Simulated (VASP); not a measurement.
# Co8Si16CF2 in VASP: single point with PBE+D3(BJ)

Aim: the single point of Co8Si16CF2 with PBE+D3(BJ).

Everything below comes from runs of VASP 6.6.1. Logs are shortened: lines on timing, memory, paths and dates and some standing lists are left out, and cuts for length are marked.

## 1. The cell of the first run

The cell holds a slab with vacuum, 27 atoms: a = 7.501 Å, b = 7.501 Å, c = 23.388 Å, α = 90.00°, β = 90.00°, γ = 120.00°.

## 2. Single point, PBE+D3(BJ)

INCAR reads:

```
  PREC = Accurate
  ENCUT = 520
  EDIFF = 1E-6
  ISMEAR = 0
  SIGMA = 0.1
  LREAL = Auto
  LASPH = T
  NELM = 100
  ALGO = Normal
  ISIF = 2
  LWAVE = F
  LCHARG = T
  LDIPOL = T
  IDIPOL = 3
  DIPOL = 0.5 0.5 0.460
  GGA = PE
  IVDW = 12
  LELF = T
  LVHAR = T
  LVACPOTAV = T
  NBANDS = 96
```

KPOINTS reads:

```
Automatic mesh
0
Gamma
  3 3 1
```

POSCAR reads:

```
Co8Si16CF2
1.0
    7.5013146836      0.0000000000      0.0000000000
   -3.7506573418      6.4963290778      0.0000000000
    0.0000000000      0.0000000000     23.3879941743
Si Co C F
16 8 1 2
Direct
    0.5000000000      0.5000000000      0.3420558403
    0.5000000000      0.0000000000      0.3420558403
    0.0000000000      0.5000000000      0.3420558403
    0.0000000000      0.0000000000      0.3420558403
    0.6666666667      0.3333333333      0.4075253046
    0.6666666667      0.8333333333      0.4075253046
    0.1666666667      0.3333333333      0.4075253046
    0.1666666667      0.8333333333      0.4075253046
    0.8327402680      0.6672665002      0.4702510050
    0.8400992512      0.1694977561      0.4727732018
    0.3305153696      0.6599197118      0.4727742491
    0.3320895651      0.1679200310      0.4723664653
   -0.0093809981      0.5093882168      0.5392608556
   -0.0016716905     -0.0110534102      0.5344215477
    0.5110725776      0.5016888194      0.5344218066
    0.5004674444     -0.0004608799      0.5330315051
    0.3333333333      0.1666666667      0.3747905724
    0.3333333333      0.6666666667      0.3747905724
    0.8333333333      0.1666666667      0.3747905724
    0.8333333333      0.6666666667      0.3747905724
    0.6689601702      0.3329668882      0.5057816204
    0.6673443609      0.8326723167      0.5067629601
    0.1696507585      0.3303771492      0.5153069111
    0.1670391834      0.8310517700      0.5057814750
    0.1084126528      0.3916784867      0.5919809263
    0.2594519615      0.5289998248      0.6273134932
   -0.0288281324      0.2406527000      0.6273294870
```

Potentials or basis: VASP PAW PBE potentials, release 64 (Si, Co, C, F).

On the command line:

```console
$ cat potpaw_PBE.64/Si/POTCAR potpaw_PBE.64/Co/POTCAR potpaw_PBE.64/C/POTCAR potpaw_PBE.64/F/POTCAR > POTCAR
$ mpirun -np 1 vasp_std > vasp.out
```

OUTCAR:

```text
PREC = Accurate
   ENCUT = 520
   EDIFF = 1E-6
   ISMEAR = 0
   LREAL = Auto
   LASPH = T
   NELM = 100
   ISIF = 2
   GGA = PE
   IVDW = 12
 IVDW          = 12

 ion  position               nearest neighbor table
   1  0.500  0.500  0.342-  20 2.30  17 2.30  18 2.30   7 2.65   6 2.65   5 2.65
   2  0.500  0.000  0.342-  19 2.30  18 2.30  17 2.30   8 2.65   5 2.65   6 2.65
   3  0.000  0.500  0.342-  18 2.30  19 2.30  20 2.30   5 2.65   8 2.65   7 2.65
   4  0.000  0.000  0.342-  17 2.30  20 2.30  19 2.30   6 2.65   7 2.65   8 2.65
   5  0.667  0.333  0.408-  19 2.30  17 2.30  20 2.30  21 2.30   9 2.62  12 2.65   3 2.65   2 2.65
                             1 2.65  10 2.67
   6  0.667  0.833  0.408-  20 2.30  18 2.30  19 2.30  22 2.32   9 2.61   4 2.65   1 2.65   2 2.65
                            11 2.66  10 2.66
   7  0.167  0.333  0.408-  17 2.30  19 2.30  18 2.30  23 2.52  10 2.61  11 2.61  12 2.63   1 2.65
                             4 2.65   3 2.65
   8  0.167  0.833  0.408-  18 2.30  20 2.30  17 2.30  24 2.30   9 2.62  12 2.65   2 2.65   3 2.65
                             4 2.65  11 2.67
   9  0.833  0.667  0.470-  20 2.23  22 2.31  24 2.33  21 2.33  15 2.57  14 2.57   6 2.61  13 2.61
                             8 2.62   5 2.62
  10  0.840  0.169  0.473-  19 2.29  21 2.31  22 2.33  23 2.36   7 2.61  16 2.62  14 2.63   6 2.66
                             5 2.67  13 2.70
  11  0.331  0.660  0.473-  18 2.29  24 2.31  22 2.33  23 2.36   7 2.61  16 2.62  15 2.63   6 2.66
                             8 2.67  13 2.70
  12  0.332  0.168  0.472-  17 2.28  24 2.32  21 2.32  23 2.34  16 2.61  14 2.61  15 2.61   7 2.63
                             5 2.65   8 2.65
  13  0.991  0.509  0.539-  25 1.96  21 2.23  24 2.23  23 2.39   9 2.61  10 2.70  11 2.70
  14  0.998  0.989  0.534-  24 2.23  22 2.25  23 2.26   9 2.57  12 2.61  10 2.63
  15  0.511  0.502  0.534-  21 2.23  22 2.25  23 2.26   9 2.57  12 2.61  11 2.63
  16  0.500  1.000  0.533-  22 2.25  21 2.26  24 2.26  12 2.61  11 2.62  10 2.62
  17  0.333  0.167  0.375-  12 2.28   4 2.30   1 2.30   7 2.30   2 2.30   5 2.30   8 2.30
  18  0.333  0.667  0.375-  11 2.29   3 2.30   2 2.30   8 2.30   1 2.30   6 2.30   7 2.30
  19  0.833  0.167  0.375-  10 2.29   2 2.30   3 2.30   5 2.30   4 2.30   7 2.30   6 2.30
  20  0.833  0.667  0.375-   9 2.23   1 2.30   4 2.30   6 2.30   3 2.30   8 2.30   5 2.30
  21  0.669  0.333  0.506-  15 2.23  13 2.23  16 2.26   5 2.30  10 2.31  12 2.32   9 2.33
  22  0.667  0.833  0.507-  15 2.25  14 2.25  16 2.25   9 2.31   6 2.32  10 2.33  11 2.33
  23  0.170  0.330  0.515-  25 1.96  15 2.26  14 2.26  12 2.34  11 2.36  10 2.36  13 2.39   7 2.52

  24  0.167  0.831  0.506-  14 2.23  13 2.23  16 2.26   8 2.30  11 2.31  12 2.32   9 2.33
  25  0.108  0.392  0.592-  27 1.36  26 1.36  23 1.96  13 1.96
  26  0.259  0.529  0.627-  25 1.36
  27  0.971  0.241  0.627-  25 1.36

  LATTYP: Found a hexagonal cell.
 ALAT       =     7.5013146836
 C/A-ratio  =     3.1178526913

  Lattice vectors:

 A1 = (   7.5013146836,   0.0000000000,   0.0000000000)
 A2 = (  -3.7506573418,   6.4963290778,   0.0000000000)
 A3 = (   0.0000000000,   0.0000000000,  23.3879941743)

Analysis of symmetry for initial positions (statically):
=====================================================================
 Subroutine PRICEL returns:
 Original cell was already a primitive cell.

 Routine SETGRP: Setting up the symmetry group for a
 hexagonal supercell.

 Subroutine GETGRP returns: Found  1 space group operations
 (whereof  1 operations were pure point group operations)
 out of a pool of 24 trial point group operations.

The static configuration has the point symmetry C_1 .

Analysis of symmetry for dynamics (positions and initial velocities):
=====================================================================
 Subroutine PRICEL returns:
 Original cell was already a primitive cell.

 Routine SETGRP: Setting up the symmetry group for a
 hexagonal supercell.

 Subroutine GETGRP returns: Found  1 space group operations
 (whereof  1 operations were pure point group operations)
 out of a pool of 24 trial point group operations.

The dynamic configuration has the point symmetry C_1 .

 Subroutine INISYM returns: Found  1 space group operations
 (whereof  1 operations are pure point group operations),
 and found     1 'primitive' translations

----------------------------------------------------------------------------------------

                                     Primitive cell

  volume of cell :    1139.7205

  direct lattice vectors                    reciprocal lattice vectors
[... 78 lines left out ...]
     0.000000000  0.051311030  0.000000000     0.000000000  0.333333333  0.000000000
     0.000000000  0.000000000  0.042756980     0.000000000  0.000000000  1.000000000

  Length of vectors
     0.051311030  0.051311030  0.042756980

  Shift w.r.t. Gamma in fractional coordinates (k-lattice)
     0.000000000  0.000000000  0.000000000

 Subroutine IBZKPT returns following result:
 ===========================================

 Found      5 irreducible k-points:

 Following reciprocal coordinates:
            Coordinates               Weight
  0.000000  0.000000  0.000000      1.000000
  0.333333  0.000000  0.000000      2.000000
  0.000000  0.333333  0.000000      2.000000
 -0.333333  0.333333  0.000000      2.000000
  0.333333  0.333333  0.000000      2.000000
   k-points           NKPTS =      5   k-points in BZ     NKDIM =      5   number of bands    NBANDS=     96
   number of dos      NEDOS =    301   number of ions     NIONS =     27
   total plane-waves  NPLWV = 564480
   dimension x,y,z NGX =    56 NGY =   56 NGZ =  180
   dimension x,y,z NGXF=   112 NGYF=  112 NGZF=  360
   ions per type =              16   8   1   2
   NGX,Y,Z   is equivalent  to a cutoff of  12.41, 12.41, 12.79 a.u.
   NGXF,Y,Z  is equivalent  to a cutoff of  24.82, 24.82, 25.59 a.u.
 SYSTEM =  unknown system
   PREC   = accura    normal or accurate (medium, high low for compatibility)
   ISTART =      0    job   : 0-new  1-cont  2-samecut
   ICHARG =      2    charge: 1-file 2-atom 10-const
   ISPIN  =      1    spin polarized calculation?
   LNONCOLLINEAR =      F non collinear calculations
   LSORBIT =      F    spin-orbit coupling
   LASPH  =      T    aspherical Exc in radial PAW
   ENCUT  =  520.0 eV  38.22 Ry    6.18 a.u.  13.95 13.95 43.49*2*pi/ulx,y,z
   NELM   =    100;   NELMIN=  2; NELMDL= -5     # of ELM steps
   EDIFF  = 0.1E-05   stopping-criterion for ELM
   LREAL  =      T    real-space projection
   EDIFFG = 0.1E-04   stopping-criterion for IOM
   NSW    =      0    number of steps for IOM
   IBRION =     -1    ionic relax: 0-MD 1-quasi-New 2-CG
   NFREE  =      0    steps in history (QN), initial steepest desc. (CG)
   ISIF   =      2    stress and relaxation
   ISYM   =      2    0-nonsym 1-usesym 2-fastsym
   POTIM  = 0.5000    time-step for ionic-motion
   TEBEG  =    0.0;   TEEND  =   0.0 temperature during run
   PSTRESS=    0.0 pullay stress
   NELECT =     154.0000    total number of electrons
   NUPDOWN=      -1.0000    fix difference up-down
   EMIN   =  10.00;   EMAX   =-10.00  energy-range for DOS
   EFERMI =   0.00;   METHOD = LEGACY
   ISMEAR =     0;   SIGMA  =   0.10  broadening in eV -4-tet -1-fermi 0-gaus
   EFERMI_NEDOS =   21; number of points for ismear=-14 and -15
   IALGO  =     38    algorithm
   IMIX   =      4    mixing-type and parameters
     AMIX     =   0.40;   BMIX     =  1.00
     AMIX_MAG =   1.60;   BMIX_MAG =  1.00
  volume/ion in A,a.u.               =      42.21       284.86
  Fermi-wavevector in a.u.,A,eV,Ry     =   0.840070  1.587503  9.601877  0.705718
  Thomas-Fermi vector in A             =   1.954392
   LORBIT       =      0    0 simple, 1 ext, 2 COOP (PROOUT), +10 PAW based schemes
   GGA     = PE    functional components
   LHFCALC =     F    Hartree Fock is set to
   AEXX    =    0.0000 exact exchange contribution
   IVDW    =    12    specifies the selected vdW correction
   LEPSILON=     F    determine dielectric tensor
   LRPA    =     F    only Hartree local field effects (RPA)
 non-spin polarized calculation
 Gauss-broadening in eV      SIGMA  =   0.10
  energy-cutoff  :      520.00
  volume of cell :     1139.72
 maximum number of plane-waves:     30720
   NGX = 27   NGY = 27   NGZ = 87

 dipolmoment           0.000000      0.000000     -0.176614 electrons x Angstroem

 number of electron     154.0000010 magnetization

 dipolmoment           0.000000      0.000000      0.131246 electrons x Angstroem

 Free energy of the ion-electron system (eV)
  ---------------------------------------------------
  ext. energy  EPLUGINS =         0.00000000
  ---------------------------------------------------
  free energy    TOTEN  =      -161.97304505 eV

  energy without entropy =     -161.87975243  energy(sigma->0) =     -161.92639874

 E-fermi :  -0.8332     XC(G=0):  -4.1677

 val. band max:       -0.8478271096   @ k =   0.3333   0.3333   0.0000
 cond. band min:      -0.8172184364   @ k =  -0.3333   0.3333   0.0000
 fundamental gap:      0.0306086733
 Fermi energy:        -0.8332346877

 k-point     1 :       0.0000    0.0000    0.0000
  band No.  band energies     occupation
      1     -27.9489      2.00000
      2     -26.3757      2.00000
      3     -13.5944      2.00000
      4     -13.0102      2.00000
      5     -11.4506      2.00000
      6     -10.6213      2.00000
[... 449 lines left out ...]
     88       1.8508      0.00000
     89       2.0296      0.00000
 [bands above 89 left out]

------------------------ aborting loop because EDIFF is reached ----------------------------------------

 Edisp (eV)   -7.47068

 E8    (eV) :    -3.2729

  FORCE on cell =-STRESS in cart. coord.  units (eV):
  Direction    XX          YY          ZZ          XY          YZ          ZX
  --------------------------------------------------------------------------------------
  -------------------------------------------------------------------------------------
  Total      -4.91433    -5.93197    -0.75329    -0.88013     0.02637    -0.05098
  in kB      -6.90838    -8.33894    -1.05895    -1.23726     0.03706    -0.07167
  external pressure =       -5.44 kB  Pullay stress =        0.00 kB

 VOLUME and BASIS-vectors are now :
 -----------------------------------------------------------------------------
  energy-cutoff  :      520.00
  volume of cell :     1139.72
      direct lattice vectors                 reciprocal lattice vectors
     7.501314684  0.000000000  0.000000000     0.133309965  0.076966544  0.000000000
    -3.750657342  6.496329078  0.000000000     0.000000000  0.153933089  0.000000000
     0.000000000  0.000000000 23.387994174     0.000000000  0.000000000  0.042756980

 POSITION                                       TOTAL-FORCE (eV/Angst)
 -----------------------------------------------------------------------------------
      1.87533      3.24816      8.00000         0.025910      0.005359      0.438902
      3.75066      0.00000      8.00000         0.014738     -0.008482      0.440290
     -1.87533      3.24816      8.00000        -0.005365      0.003144      0.417412
      0.00000      0.00000      8.00000         0.008340     -0.025081      0.438921
      3.75066      2.16544      9.53120        -0.052302     -0.133879      0.006588
      1.87533      5.41361      9.53120        -0.130216      0.075267      0.124981
[... 19 lines left out ...]
     -0.03787      3.43656     14.67160         0.181558      0.247864      0.219010
      6.38246      1.56336     14.67198        -0.124856     -0.281945      0.219594
 -----------------------------------------------------------------------------------
    total drift:                               -0.003182      0.001404      0.017108

  FREE ENERGIE OF THE ION-ELECTRON SYSTEM (eV)
  ---------------------------------------------------
  free  energy   TOTEN  =      -169.4437206023 eV

  energy  without entropy=     -169.3504279873  energy(sigma->0) =     -169.39707429

 vacuum level on the upper side and lower side of the slab         4.549         4.061
```

Wall time 68 min (1 thread of Intel Xeon 8259CL, shared host); peak memory 1.3 GiB.

What came out:

```yaml
Free_energy: -169.4437 eV
Largest_force: 0.822 eV/Å
Band_gap_on_the_k_mesh: zero (bands 77 and 78 overlap by 0.12 eV)
Dispersion_energy_per_atom: -0.277 eV
```

Forces in eV/Å, atoms in the order of the input:
```
Si   0.026  0.005  0.439
Si   0.015 -0.008  0.440
Si  -0.005  0.003  0.417
Si   0.008 -0.025  0.439
Si  -0.052 -0.134  0.007
Si  -0.130  0.075  0.125
Si   0.042 -0.024  0.316
Si   0.090  0.112  0.007
Si  -0.001  0.000  0.007
Si   0.004  0.004  0.013
Si  -0.001 -0.005  0.013
Si  -0.006  0.003  0.013
Si   0.024 -0.014  0.004
Si   0.001  0.009  0.000
Si  -0.007 -0.006  0.000
Si  -0.003  0.002  0.000
Co  -0.096  0.055 -0.582
Co  -0.062 -0.138 -0.403
Co   0.088  0.123 -0.403
Co   0.081 -0.047 -0.817
Co   0.003 -0.003  0.001
Co  -0.002  0.001 -0.007
Co   0.000  0.000 -0.010
Co   0.004 -0.002  0.001
C   -0.078  0.045 -0.458
F    0.182  0.248  0.219
F   -0.125 -0.282  0.220
```

Levels at points of the mesh, in eV from the Fermi level:
```
           k point  band 73  band 74  band 75  band 76  band 77  band 78  band 79  band 80  band 81  band 82
(0.00, 0.00, 0.00)    -0.90    -0.59    -0.56    -0.37     0.10     0.70     0.89     0.98     1.04     1.24
```

Caveat: the run has no spin polarisation, though such a crystal can be magnetic. With open d or f shells a metallic result of PBE can be an artefact of self-interaction; +U or a hybrid may open a gap.
